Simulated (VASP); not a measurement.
Set up this calculation in VASP 6.6.1, as the native input.

```yaml
Task: single point
Functional: PBE
Potentials_or_basis: VASP PAW PBE potentials, release 64 (Hf_pv)
Cutoff: 520 eV
k_mesh: 13 × 13 × 7
Occupations: fermi-dirac, width 0.05 eV
Spin: no spin polarisation
Dipole_correction: no
Further_INCAR_settings: ALGO = Normal; EDIFF = 1e-07; NBANDS = 17
```

The structure of Hf lies in POSCAR:

```
Hf
1.0
    3.1647315390      0.0000000000      0.0000000000
   -1.5823657695      2.7407379089      0.0000000000
    0.0000000000      0.0000000000      5.0578000000
Hf
2
Direct
    0.3333333333      0.6666666667      0.2500000000
    0.6666666667      0.3333333333      0.7500000000
```

This cell differs from its parent crystal: equal xx and yy strain of -1 %.

These files were run (other wordings do the same):

INCAR

```
PREC = Accurate
ENCUT = 520
EDIFF = 1E-7
ISMEAR = -1
SIGMA = 0.05
LREAL = False
LASPH = True
NELM = 100
ALGO = Normal
ISIF = 2
LWAVE = False
LCHARG = True
GGA = PE
LELF = True
LVHAR = True
NBANDS = 17
```

KPOINTS

```
regular mesh
0
Gamma
  13 13 7
```

Potentials or basis: VASP PAW PBE potentials, release 64 (Hf_pv).

Command:

```sh
$ cat potpaw_PBE.64/Hf_pv/POTCAR > POTCAR
$ mpirun -np 1 vasp_std > vasp.out
```

It gave:

* Pressure: 2.6 GPa
* Band gap on the k mesh: zero (band 10 reaches 6.26 eV, above the bottom of band 11 at 4.67 eV)

Caveat: the cell differs from its parent crystal (equal xx and yy strain of -1 %); spin-orbit coupling is left out, which moves the levels of the heavy elements.

Run time: 75 s on 1 thread of Intel Xeon 8259CL (shared host), peak memory 0.19 GiB.
